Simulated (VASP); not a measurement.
Here is a VASP 6.6.1 calculation.

The input INCAR:

```
SYSTEM = As
PREC = Accurate ; ENCUT = 520
EDIFF = 1E-7 ; ISMEAR = 0
SIGMA = 0.6 ; LREAL = .False.
LASPH = .True. ; NELM = 60
ALGO = Normal ; ISIF = 2
LWAVE = .False. ; LCHARG = .False.
GGA = PE ; NBANDS = 12
```

The input KPOINTS:

```
Automatic mesh
0
Gamma
  10 10 10
  0 0 0
```

File POSCAR:

```
As
1.0
    1.9036109523      1.0990502958      3.6081612956
   -1.9036109523      1.0990502958      3.6081612956
    0.0000000000     -2.1981005915      3.6081612956
As
2
Direct
    0.7737100447      0.7737100447      0.7737100447
    0.2262899553      0.2262899553      0.2262899553
```

Potentials or basis: VASP PAW PBE potentials, release 64 (As).

Run with:

```sh
$ cat potpaw_PBE.64/As/POTCAR > POTCAR
$ mpirun -np 1 vasp_std > vasp.out
```

Q: Estimate the pressure.

A: 0.2 GPa.

Q: What does it give for the band gap on the k mesh?

A: Zero (band 5 reaches 5.03 eV, above the bottom of band 6 at 4.63 eV).

Forces on the atoms (eV/Å):
```
As   0.000  0.000 -0.074
As   0.000  0.000  0.074
```
